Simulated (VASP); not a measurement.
# ZnCdH4 (P4/mmm) in VASP: a series of runs

The runs below take ZnCdH4 through single point, relaxation of cell and atoms, with PBE.

Everything below comes from runs of VASP 6.6.1. Logs are shortened: lines on timing, memory, paths and dates and some standing lists are left out, and cuts for length are marked.

### Step 1. The cell of the first run

Symmetry: P4/mmm, No. 123, tetragonal system. The conventional cell has a = 3.304 Å, b = 3.304 Å, c = 5.878 Å, α = 90.00°, β = 90.00°, γ = 90.00°. Zn (site symmetry 4/mmm) has 6 H at 1.65 to 1.78 Å within 2.2 Å. Cd (site symmetry 4/mmm) has 16 H at 2.61 to 3.37 Å and 4 Cd at 3.30 Å within 3.4 Å. Within 2.5 Å of H (site symmetry 4mm) lie 1 Zn at 1.78 Å and 5 H at 2.33 to 2.43 Å. H (site symmetry mmm) has 2 Zn at 1.65 Å within 2.2 Å.

### Step 2. Single point, PBE

The input, INCAR:

```
PREC     = Accurate       # precision mode
ENCUT    = 520            # plane-wave cutoff, eV
EDIFF    = 1E-6           # SCF threshold, eV
ISMEAR   = 0              # smearing method
SIGMA    = 0.1            # smearing width, eV
LREAL    = F              # projectors in reciprocal space
LASPH    = T              # aspherical terms in the spheres
NELM     = 100            # most SCF steps
ALGO     = Normal         # electronic algorithm
ISIF     = 2              # what is computed and relaxed
LWAVE    = F              # write WAVECAR
LCHARG   = F              # write CHGCAR
GGA      = PE             # functional
NBANDS   = 23             # bands
```

The input, KPOINTS:

```
Automatic mesh
0
Gamma
  4 4 4
```

The input, POSCAR:

```
ZnCdH4
1.0
    3.3041418646      0.0000000000      0.0000000000
    0.0000000000      3.3041418646      0.0000000000
    0.0000000000      0.0000000000      5.8781317858
Zn Cd H
1 1 4
Direct
    0.0000000000      0.0000000000      0.0000000000
    0.5000000000      0.5000000000      0.5000000000
    0.0000000000      0.0000000000      0.6977794020
    0.5000000000      0.0000000000      0.0000000000
    0.0000000000      0.5000000000      0.0000000000
    0.0000000000      0.0000000000      0.3022205980
```

Potentials or basis: VASP PAW PBE potentials, release 64 (Zn, Cd, H).

The run is started by

```bash
$ cat potpaw_PBE.64/Zn/POTCAR potpaw_PBE.64/Cd/POTCAR potpaw_PBE.64/H/POTCAR > POTCAR
$ mpirun -np 1 vasp_std > vasp.out
```

OUTCAR:

```text
PREC = Accurate
   ENCUT = 520
   EDIFF = 1E-6
   ISMEAR = 0
   LREAL = F
   LASPH = T
   NELM = 100
   ISIF = 2
   GGA = PE

 ion  position               nearest neighbor table
   1  0.000  0.000  0.000-   4 1.65   5 1.65   5 1.65   4 1.65   3 1.78   6 1.78
   2  0.500  0.500  0.500-
   3  0.000  0.000  0.698-   1 1.78
   4  0.500  0.000  0.000-   1 1.65   1 1.65
   5  0.000  0.500  0.000-   1 1.65   1 1.65
   6  0.000  0.000  0.302-   1 1.78

  LATTYP: Found a simple tetragonal cell.
 ALAT       =     3.3041418646
 C/A-ratio  =     1.7790191907

  Lattice vectors:

 A1 = (   3.3041418646,   0.0000000000,   0.0000000000)
 A2 = (   0.0000000000,   3.3041418646,   0.0000000000)
 A3 = (   0.0000000000,   0.0000000000,   5.8781317858)

Analysis of symmetry for initial positions (statically):
=====================================================================
 Subroutine PRICEL returns:
 Original cell was already a primitive cell.

 Routine SETGRP: Setting up the symmetry group for a
 simple tetragonal supercell.

 Subroutine GETGRP returns: Found 16 space group operations
 (whereof 16 operations were pure point group operations)
 out of a pool of 16 trial point group operations.

The static configuration has the point symmetry D_4h.

Analysis of symmetry for dynamics (positions and initial velocities):
=====================================================================
 Subroutine PRICEL returns:
 Original cell was already a primitive cell.

 Routine SETGRP: Setting up the symmetry group for a
 simple tetragonal supercell.

 Subroutine GETGRP returns: Found 16 space group operations
 (whereof 16 operations were pure point group operations)
 out of a pool of 16 trial point group operations.

The dynamic configuration has the point symmetry D_4h.

 Subroutine INISYM returns: Found 16 space group operations
 (whereof 16 operations are pure point group operations),
 and found     1 'primitive' translations

----------------------------------------------------------------------------------------

                                     Primitive cell

  volume of cell :      64.1736

  direct lattice vectors                    reciprocal lattice vectors
     3.304141865  0.000000000  0.000000000     0.302650443  0.000000000  0.000000000
     0.000000000  3.304141865  0.000000000     0.000000000  0.302650443  0.000000000
     0.000000000  0.000000000  5.878131786     0.000000000  0.000000000  0.170122079

  length of vectors
     3.304141865  3.304141865  5.878131786     0.302650443  0.302650443  0.170122079

  position of ions in fractional coordinates (direct lattice)
     0.000000000  0.000000000  0.000000000
     0.500000000  0.500000000  0.500000000
     0.000000000  0.000000000  0.697779402
     0.500000000  0.000000000  0.000000000
     0.000000000  0.500000000  0.000000000
     0.000000000  0.000000000  0.302220598

  ion indices of the primitive-cell ions
   primitive index   ion index
                 1           1
                 2           2
                 3           3
                 4           4
                 5           5
                 6           6

----------------------------------------------------------------------------------------

 KPOINTS: Automatic mesh

Automatic generation of k-mesh.
 Grid dimensions read from file:
 generate k-points for:    4    4    4

 Generating k-lattice:

  Cartesian coordinates                     Fractional coordinates (reciprocal lattice)
     0.075662611  0.000000000  0.000000000     0.250000000  0.000000000  0.000000000
     0.000000000  0.075662611  0.000000000     0.000000000  0.250000000  0.000000000
     0.000000000  0.000000000  0.042530520     0.000000000  0.000000000  0.250000000

  Length of vectors
     0.075662611  0.075662611  0.042530520

  Shift w.r.t. Gamma in fractional coordinates (k-lattice)
     0.000000000  0.000000000  0.000000000

 Subroutine IBZKPT returns following result:
 ===========================================

 Found     18 irreducible k-points:

 Following reciprocal coordinates:
            Coordinates               Weight
  0.000000  0.000000  0.000000      1.000000
  0.250000  0.000000  0.000000      4.000000
  0.500000  0.000000  0.000000      2.000000
  0.250000  0.250000  0.000000      4.000000
  0.500000  0.250000  0.000000      4.000000
  0.500000  0.500000  0.000000      1.000000
[... 10 lines left out ...]
  0.500000  0.250000  0.500000      4.000000
  0.500000  0.500000  0.500000      1.000000
   k-points           NKPTS =     18   k-points in BZ     NKDIM =     18   number of bands    NBANDS=     23
   number of dos      NEDOS =    301   number of ions     NIONS =      6
   total plane-waves  NPLWV =  37632
   dimension x,y,z NGX =    28 NGY =   28 NGZ =   48
   dimension x,y,z NGXF=    56 NGYF=   56 NGZF=   96
   ions per type =               1   1   4
   NGX,Y,Z   is equivalent  to a cutoff of  14.09, 14.09, 13.58 a.u.
   NGXF,Y,Z  is equivalent  to a cutoff of  28.18, 28.18, 27.15 a.u.
 SYSTEM =  unknown system
   PREC   = accura    normal or accurate (medium, high low for compatibility)
   ISTART =      0    job   : 0-new  1-cont  2-samecut
   ICHARG =      2    charge: 1-file 2-atom 10-const
   ISPIN  =      1    spin polarized calculation?
   LNONCOLLINEAR =      F non collinear calculations
   LSORBIT =      F    spin-orbit coupling
   LASPH  =      T    aspherical Exc in radial PAW
   ENCUT  =  520.0 eV  38.22 Ry    6.18 a.u.   6.14  6.14 10.93*2*pi/ulx,y,z
   NELM   =    100;   NELMIN=  2; NELMDL= -5     # of ELM steps
   EDIFF  = 0.1E-05   stopping-criterion for ELM
   LREAL  =      F    real-space projection
   EDIFFG = 0.1E-04   stopping-criterion for IOM
   NSW    =      0    number of steps for IOM
   IBRION =     -1    ionic relax: 0-MD 1-quasi-New 2-CG
   NFREE  =      0    steps in history (QN), initial steepest desc. (CG)
   ISIF   =      2    stress and relaxation
   ISYM   =      2    0-nonsym 1-usesym 2-fastsym
   POTIM  = 0.5000    time-step for ionic-motion
   TEBEG  =    0.0;   TEEND  =   0.0 temperature during run
   PSTRESS=    0.0 pullay stress
   NELECT =      28.0000    total number of electrons
   NUPDOWN=      -1.0000    fix difference up-down
   EMIN   =  10.00;   EMAX   =-10.00  energy-range for DOS
   EFERMI =   0.00;   METHOD = LEGACY
   ISMEAR =     0;   SIGMA  =   0.10  broadening in eV -4-tet -1-fermi 0-gaus
   EFERMI_NEDOS =   21; number of points for ismear=-14 and -15
   IALGO  =     38    algorithm
   IMIX   =      4    mixing-type and parameters
     AMIX     =   0.40;   BMIX     =  1.00
     AMIX_MAG =   1.60;   BMIX_MAG =  1.00
  volume/ion in A,a.u.               =      10.70        72.18
  Fermi-wavevector in a.u.,A,eV,Ry     =   1.241677  2.346429 20.976940  1.541762
  Thomas-Fermi vector in A             =   2.376064
   LORBIT       =      0    0 simple, 1 ext, 2 COOP (PROOUT), +10 PAW based schemes
   GGA     = PE    functional components
   LHFCALC =     F    Hartree Fock is set to
   AEXX    =    0.0000 exact exchange contribution
   IVDW    =     0    specifies the selected vdW correction
   LEPSILON=     F    determine dielectric tensor
   LRPA    =     F    only Hartree local field effects (RPA)
 non-spin polarized calculation
 Gauss-broadening in eV      SIGMA  =   0.10
  energy-cutoff  :      520.00
  volume of cell :       64.17
 maximum number of plane-waves:      1760
 NGX is ok and might be reduce to    28
   NGX = 13   NGY = 13   NGZ = 21

 number of electron      28.0000013 magnetization

 Free energy of the ion-electron system (eV)
  ---------------------------------------------------
  ext. energy  EPLUGINS =         0.00000000
  ---------------------------------------------------
  free energy    TOTEN  =       -12.20580666 eV

  energy without entropy =      -12.20071804  energy(sigma->0) =      -12.20326235

 E-fermi :   0.1746     XC(G=0):  -9.6309

 val. band max:        0.1530653202   @ k =   0.5000   0.2500   0.0000
 cond. band min:       0.2035534716   @ k =   0.0000   0.0000   0.5000
 fundamental gap:      0.0504881514
 Fermi energy:         0.1746206745

 k-point     1 :       0.0000    0.0000    0.0000
  band No.  band energies     occupation
      1      -8.8457      2.00000
      2      -8.2080      2.00000
      3      -8.1343      2.00000
      4      -7.6521      2.00000
      5      -7.6423      2.00000
      6      -7.6423      2.00000
[... 15 lines left out ...]
     22      11.6107      0.00000
     23      12.8267      0.00000

 k-point     2 :       0.2500    0.0000    0.0000
  band No.  band energies     occupation
      1      -8.1751      2.00000
      2      -8.1135      2.00000
      3      -7.8545      2.00000
      4      -7.8446      2.00000
      5      -7.6352      2.00000
      6      -7.6260      2.00000
[... 15 lines left out ...]
     22      11.9414      0.00000
     23      12.3072      0.00000

 k-point     3 :       0.5000    0.0000    0.0000
  band No.  band energies     occupation
      1      -8.0479      2.00000
      2      -8.0375      2.00000
      3      -7.7819      2.00000
      4      -7.7390      2.00000
      5      -7.6096      2.00000
      6      -7.5938      2.00000
[... 15 lines left out ...]
     22      11.7269      0.00000
     23      14.8043      0.00000

 k-point     4 :       0.2500    0.2500    0.0000
  band No.  band energies     occupation
      1      -7.9833      2.00000
      2      -7.8430      2.00000
      3      -7.8184      2.00000
      4      -7.8054      2.00000
      5      -7.7631      2.00000
      6      -7.2233      2.00000
[... 15 lines left out ...]
     22      12.1113      0.00000
     23      12.7596      0.00000

 k-point     5 :       0.5000    0.2500    0.0000
  band No.  band energies     occupation
      1      -8.1282      2.00000
      2      -7.9623      2.00000
      3      -7.7671      2.00000
      4      -7.7529      2.00000
      5      -7.5306      2.00000
      6      -7.1672      2.00000
[... 15 lines left out ...]
     22      11.5624      0.00000
     23      12.9173      0.00000

 k-point     6 :       0.5000    0.5000    0.0000
  band No.  band energies     occupation
      1      -8.3810      2.00000
      2      -7.8860      2.00000
      3      -7.8860      2.00000
      4      -7.6195      2.00000
      5      -7.3301      2.00000
      6      -6.8175      2.00000
[... 15 lines left out ...]
     22       7.7971      0.00000
     23      13.8297      0.00000

 k-point     7 :       0.0000    0.0000    0.2500
  band No.  band energies     occupation
      1      -8.6990      2.00000
      2      -8.2050      2.00000
      3      -8.1186      2.00000
      4      -7.6552      2.00000
      5      -7.6407      2.00000
      6      -7.6407      2.00000
[... 197 lines left out ...]
     22      12.7088      0.00000
     23      13.7233      0.00000

 k-point    15 :       0.5000    0.0000    0.5000
  band No.  band energies     occupation
      1      -8.2346      2.00000
      2      -8.0475      2.00000
      3      -7.7407      2.00000
      4      -7.6572      2.00000
      5      -7.6117      2.00000
      6      -7.5793      2.00000
[... 15 lines left out ...]
     22      12.0070      0.00000
     23      12.1961      0.00000

 k-point    16 :       0.2500    0.2500    0.5000
  band No.  band energies     occupation
      1      -7.9654      2.00000
      2      -7.9038      2.00000
      3      -7.8151      2.00000
      4      -7.7716      2.00000
      5      -7.7516      2.00000
      6      -7.2123      2.00000
[... 15 lines left out ...]
     22      11.3102      0.00000
     23      13.3129      0.00000

 k-point    17 :       0.5000    0.2500    0.5000
  band No.  band energies     occupation
      1      -8.0591      2.00000
      2      -8.0391      2.00000
      3      -7.7610      2.00000
      4      -7.7542      2.00000
      5      -7.5226      2.00000
      6      -7.1596      2.00000
[... 15 lines left out ...]
     22      10.5234      0.00000
     23      12.2732      0.00000

 k-point    18 :       0.5000    0.5000    0.5000
  band No.  band energies     occupation
      1      -8.3089      2.00000
      2      -7.8871      2.00000
      3      -7.8871      2.00000
      4      -7.6041      2.00000
      5      -7.3301      2.00000
      6      -6.8910      2.00000
[... 15 lines left out ...]
     22      10.4568      0.00000
     23      11.2780      0.00000

------------------------ aborting loop because EDIFF is reached ----------------------------------------

  FORCE on cell =-STRESS in cart. coord.  units (eV):
  Direction    XX          YY          ZZ          XY          YZ          ZX
  --------------------------------------------------------------------------------------
  -------------------------------------------------------------------------------------
  Total        0.0592441      0.0592441      0.0622211      0.0000000      0.0000000      0.0000000
  in kB        1.4791038      1.4791038      1.5534296      0.0000000      0.0000000      0.0000000
  external PRESSURE =       1.5038791 kB  Pullay stress =       0.0000000 kB

 VOLUME and BASIS-vectors are now :
 -----------------------------------------------------------------------------
  energy-cutoff  :      520.00
  volume of cell :       64.17
      direct lattice vectors                 reciprocal lattice vectors
     3.304141865  0.000000000  0.000000000     0.302650443  0.000000000  0.000000000
     0.000000000  3.304141865  0.000000000     0.000000000  0.302650443  0.000000000
     0.000000000  0.000000000  5.878131786     0.000000000  0.000000000  0.170122079

 POSITION                                       TOTAL-FORCE (eV/Angst)
 -----------------------------------------------------------------------------------
      0.00000      0.00000      0.00000         0.000000      0.000000      0.000000
      1.65207      1.65207      2.93907         0.000000      0.000000      0.000000
      0.00000      0.00000      4.10164         0.000000     -0.000000     -0.020694
      1.65207      0.00000      0.00000         0.000000      0.000000      0.000000
      0.00000      1.65207      0.00000         0.000000      0.000000      0.000000
      0.00000      0.00000      1.77649        -0.000000      0.000000      0.020694
 -----------------------------------------------------------------------------------
    total drift:                                0.000000      0.000000      0.000000

  FREE ENERGIE OF THE ION-ELECTRON SYSTEM (eV)
  ---------------------------------------------------
  free  energy   TOTEN  =       -12.2058066641 eV

  energy  without entropy=      -12.2007180367  energy(sigma->0) =      -12.20326235
```

It took 26 s on 1 thread of Intel Xeon Platinum 8488C (Sapphire Rapids), shared host; peak memory 0.19 GiB.

Results:

```yaml
Free_energy: -12.2058 eV
Pressure: 0.2 GPa
Largest_force: 0.021 eV/Å
Band_gap_on_the_k_mesh: zero (bands 14 and 15 overlap by 3.40 eV)
```

Forces in eV/Å, atoms in the order of the input:
```
Zn   0.000  0.000  0.000
Cd   0.000  0.000  0.000
H    0.000  0.000 -0.021
H    0.000  0.000  0.000
H    0.000  0.000  0.000
H    0.000  0.000  0.021
```

Caveat: the k points lie up to 0.48 Å⁻¹ apart, too coarse for converged energies and pressures of a metal.

(Part 1 of 2 ends here.)
